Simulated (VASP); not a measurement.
Write the native input for VASP 6.6.1 that does the following.

* Task: single point
* Functional: PBE
* Potentials or basis: VASP PAW PBE potentials, release 64 (Ag)
* Cutoff: 500 eV
* k mesh: 14 × 14 × 4
* Occupations: fermi-dirac, width 0.08 eV
* Spin: no spin polarisation
* Dipole correction: no
* Further INCAR settings: ALGO = Normal; EDIFF = 1e-06; NBANDS = 30

The structure of Ag lies in POSCAR:

```
Ag
1.0
    2.8861989086     -0.0288619891     -0.0288619891
   -1.4680946700      2.5139525698     -0.0105642212
   -0.1000000000     -0.1000000000     10.0000000000
Ag
4
Direct
    0.3333333333      0.6666666667      0.2500000000
    0.6666666667      0.3333333333      0.7500000000
    0.0000000000      0.0000000000      0.0000000000
    0.0000000000      0.0000000000      0.5000000000
```

This cell differs from its parent crystal: equal xy, yz and zx shear strains of -2 %.

These files were run (other wordings do the same):

INCAR

```
ALGO     = Normal         # electronic algorithm
EDIFF    = 1E-6           # SCF threshold, eV
ENCUT    = 500            # plane-wave cutoff, eV
GGA      = PE             # functional
GGA_COMPAT= False        
ISIF     = 2              # what is computed and relaxed
ISMEAR   = -1             # smearing method
LASPH    = True           # aspherical terms in the spheres
LCHARG   = True           # write CHGCAR
LELF     = True           # ELF
LREAL    = False          # projectors in reciprocal space
LVHAR    = True         
LWAVE    = False          # write WAVECAR
NBANDS   = 30             # bands
NELM     = 120            # most SCF steps
PREC     = Accurate       # precision mode
SIGMA    = 0.08           # smearing width, eV
```

KPOINTS

```
k-points
0
Gamma
  14 14 4
```

Potentials or basis: VASP PAW PBE potentials, release 64 (Ag).

Run with:

```bash
$ cat potpaw_PBE.64/Ag/POTCAR > POTCAR
$ mpirun -np 1 vasp_std > vasp.out
```

Results of the run:

```json
{"Pressure": "-0.4 GPa", "Largest force": "0.014 eV/Å", "Band gap on the k mesh": "zero (bands 22 and 23 overlap by 6.20 eV)"}
```

Caveat: the cell differs from its parent crystal (equal xy, yz and zx shear strains of -2 %).

It took 9.6 min on 1 thread of Intel(R) Xeon(R) Platinum 8488C (Sapphire Rapids), with other jobs on the host, peak memory 0.64 GiB.
